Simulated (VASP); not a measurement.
# TaAs (base): single point with PBE

Crystal: TaAs (base).

```xyz
4
Lattice="-1.7320 1.7320 5.8665 1.7320 -1.7320 5.8665 1.7320 1.7320 -5.8665" Properties=species:S:1:pos:R:3 pbc="T T T"
Ta    1.7320    0.0000    5.8686
Ta    0.0000    0.0000    8.8019
As    1.7320    0.0000    0.9670
As    0.0000    0.0000    3.9002
```

```yaml
Program: VASP 6.6.1
Task: single point
Functional: PBE
Potentials_or_basis: VASP PAW PBE potentials, release 64 (Ta_pv, As)
Cutoff: 520 eV
k_mesh: 18 × 18 × 18
Occupations: fermi-dirac, width 0.15 eV
Spin: no spin polarisation
Dipole_correction: no
Further_INCAR_settings: ALGO = Normal; EDIFF = 1e-06; NBANDS = 24
```

The pressure is 0.4 GPa and the band gap on the k mesh is zero (band 16 reaches 6.88 eV, above the bottom of band 17 at 6.87 eV).

Stress tensor (GPa, compression positive):
```
0.47 0.00 0.00
0.00 0.47 0.00
0.00 0.00 0.36
```

Levels at points of the mesh, in eV from the Fermi level:
```csv
k point,band 14,band 15,band 16,band 17,band 18,band 19
"(0.00, 0.00, 0.00)",-1.85,-1.59,-1.59,0.92,1.59,2.37
"(0.50, 0.00, 0.00)",-2.24,-1.49,-0.20,0.17,1.41,2.27
"(0.50, 0.50, 0.00)",-3.11,-1.08,-1.08,2.78,2.78,3.06
"(0.50, 0.50, 0.50)",-2.70,-0.91,-0.91,1.23,1.23,2.32
```

Wall time 17 min on 1 thread of Intel(R) Xeon(R) Platinum 8375C CPU @ 2.90GHz (Ice Lake), with other jobs on the host, peak memory 0.89 GiB.

Caveat: spin-orbit coupling is left out, which moves the levels of the heavy elements.
